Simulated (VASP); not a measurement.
A run of VASP 6.6.1 is set up as follows.

INCAR

```
ALGO     = Normal         # electronic algorithm
EDIFF    = 1E-7           # SCF threshold, eV
ENCUT    = 520            # plane-wave cutoff, eV
GGA      = RE             # functional
ISIF     = 2              # what is computed and relaxed
ISMEAR   = -1             # smearing method
LASPH    = True           # aspherical terms in the spheres
LCHARG   = False          # write CHGCAR
LREAL    = False          # projectors in reciprocal space
LWAVE    = False          # write WAVECAR
NBANDS   = 16             # bands
NELM     = 80             # most SCF steps
PREC     = Accurate       # precision mode
SIGMA    = 0.05           # smearing width, eV
```

KPOINTS

```
k-points
0
Gamma
  7 7 9
```

Contents of POSCAR:

```
Al2Cu
1.0
    4.1499379054      0.0000000000      0.0000000000
    0.0000000000      4.1499379054      0.0000000000
    0.0000000000      0.0000000000      2.8979836437
Cu Al
1 2
Direct
    0.0000000000      0.0000000000      0.0000000000
    0.0000000000      0.5000000000      0.5000000000
    0.5000000000      0.0000000000      0.5000000000
```

Potentials or basis: VASP PAW PBE potentials, release 64 (Cu, Al).

Run with:

```console
$ cat potpaw_PBE.64/Cu/POTCAR potpaw_PBE.64/Al/POTCAR > POTCAR
$ mpirun -np 1 vasp_std > vasp.out
```

(1) Predict the pressure.

## Answers

(1) 0.1 GPa.

Caveat: the PAW data sets were made with another functional, which shifts forces and pressure a little.
